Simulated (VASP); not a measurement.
Wanted: the native input for a VASP 6.6.1 run.

```
Task                   : single point
Functional             : PBEsol
Potentials or basis    : VASP PAW PBE potentials, release 64 (Nb_sv)
Cutoff                 : 520 eV
k mesh                 : 18 × 18 × 18
Occupations            : gaussian, width 0.1 eV
Spin                   : no spin polarisation
Dipole correction      : no
Further INCAR settings : ALGO = Fast; EDIFF = 1e-06; NBANDS = 12
```

The structure of Nb lies in POSCAR:

```
Nb
1.0
   -1.5855846154      1.5855846154      1.5855846154
    1.5855846154     -1.5855846154      1.5855846154
    1.5855846154      1.5855846154     -1.5855846154
Nb
1
Direct
    0.0000000000      0.0000000000      0.0000000000
```

This cell differs from its parent crystal: volume scaled by 0.91.

One way to write it, as run:

INCAR

```
PREC = Accurate
ENCUT = 520
EDIFF = 1E-6
ISMEAR = 0
SIGMA = 0.1
LREAL = False
LASPH = True
NELM = 80
ALGO = Fast
ISIF = 2
LWAVE = False
LCHARG = False
GGA = PS
NBANDS = 12
```

KPOINTS

```
Automatic mesh
0
Gamma
  18 18 18
```

Potentials or basis: VASP PAW PBE potentials, release 64 (Nb_sv).

Run with:

```bash
$ cat potpaw_PBE.64/Nb_sv/POTCAR > POTCAR
$ mpirun -np 1 vasp_std > vasp.out
```

Results of the run:

```json
{
  "Pressure": "19.6 GPa"
}
```

Caveat: the PAW data sets were made with another functional, which shifts forces and pressure a little.

It took 47 s on 1 thread of Intel(R) Xeon(R) Platinum 8259CL CPU @ 2.50GHz (Skylake/Cascade Lake), with other jobs on the host, peak memory 0.15 GiB.
